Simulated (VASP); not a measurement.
A run of VASP 6.6.1:

The input INCAR:

```
ALGO = Normal ; EDIFF = 1E-6
ENCUT = 520 ; GGA = RP
ISIF = 2 ; ISMEAR = -1
LASPH = True ; LCHARG = False
LREAL = False ; LWAVE = False
NBANDS = 12 ; NELM = 60
PREC = Accurate ; SIGMA = 0.1
```

Contents of KPOINTS:

```
k-points
0
Gamma
  13 13 13
```

The input POSCAR:

```
Ga
1.0
    2.8687561221      0.0000000000      0.0000000000
    0.0000000000      2.8687561221      0.0000000000
    0.0000000000      0.0000000000      2.8687561221
Ga
1
Direct
    0.0000000000      0.0000000000      0.0000000000
```

Potentials or basis: VASP PAW PBE potentials, release 64 (Ga_d).

Launch:

```sh
$ cat potpaw_PBE.64/Ga_d/POTCAR > POTCAR
$ mpirun -np 1 vasp_std > vasp.out
```

Hardware: 1 thread of Intel Xeon 8259CL, with other jobs on the host.

Q: How long does it take, and how much memory?

A: Run time: 20 s on 1 thread of Intel Xeon 8259CL, on a shared host, peak memory 0.15 GiB. Counts: scf iterations 10, k points 84.
